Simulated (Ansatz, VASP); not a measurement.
## One calculation of CsI, two programs

The input INCAR:

```
SYSTEM = CsI
ALGO = Normal
EDIFF = 1E-7
EDIFFG = -0.02
ENCUT = 450
GGA = PE
GGA_COMPAT = .False.
IBRION = 2
ISIF = 2
ISMEAR = -1
LASPH = .True.
LCHARG = .False.
LREAL = .False.
LWAVE = .False.
NELM = 120
NELMIN = 4
NSW = 80
PREC = Accurate
SIGMA = 0.02
```

Contents of KPOINTS:

```
k-points
0
Gamma
  6 6 6
  0 0 0
```

The input POSCAR:

```
CsI
1.0
    4.5667000000      0.0000000000      0.0000000000
    0.0000000000      4.5667000000      0.0000000000
    0.0000000000      0.0000000000      4.5667000000
Cs I
1 1
Direct
    0.0000000000      0.0000000000      0.0000000000
    0.5000000000      0.5000000000      0.5000000000
```

Input for Ansatz:

```yaml
crystal:
  lattice:
    - [4.5667, 0.0, 0.0]
    - [0.0, 4.5667, 0.0]
    - [0.0, 0.0, 4.5667]
  atoms:
    - { symbol: Cs, position: [0.0, 0.0, 0.0] }
    - { symbol: I, position: [0.5, 0.5, 0.5] }
kpoints:
  mp_grid: { grid: [6, 6, 6] }
scf:
  occupations: { method: fermi_dirac, width: 0.02 }
hamiltonian:
  xc: pbe
  pseudopotentials: { kind: paw }
output:
  forces: true
  stress: true
  populations: true
  efg:
    quadrupole_moments_barn: { Cs: -0.00343, I: -0.68822 }
    contact_densities: true
  write_density: true
  write_potential: true
  elf: true
  volumetric_format: npy
relax:
  f_tol: 0.02
  max_steps: 60
```

Alike in both runs: task relaxation of the atoms; functional PBE; k mesh 6 × 6 × 6; occupations fermi-dirac, width 0.02 eV; no spin polarisation.

|  | VASP | Ansatz |
| --- | --- | --- |
| version | VASP 6.6.1 | Ansatz 0.2.0 |
| potentials or method | VASP PAW PBE potentials, release 64 (Cs_sv, I) | plane-wave PAW, scalar-relativistic |
| plane-wave cutoff (eV) | 450 | 420 |
| valence electrons in the cell | 16 | 26 |

```csv
,VASP,Ansatz,Ansatz less VASP
"gap on the k mesh at the Fermi level, each at its own relaxed structure (eV)",3.88,3.89,+0.014
```

VASP's potentials hold 16 valence electrons a cell and Ansatz's 26, so a difference there can come from the potentials and not from the codes. Ansatz's warnings: stress scf threshold loose.

Spin-orbit coupling is off throughout. Noted on VASP's run: the relaxation stopped at its first step, so nothing moved.
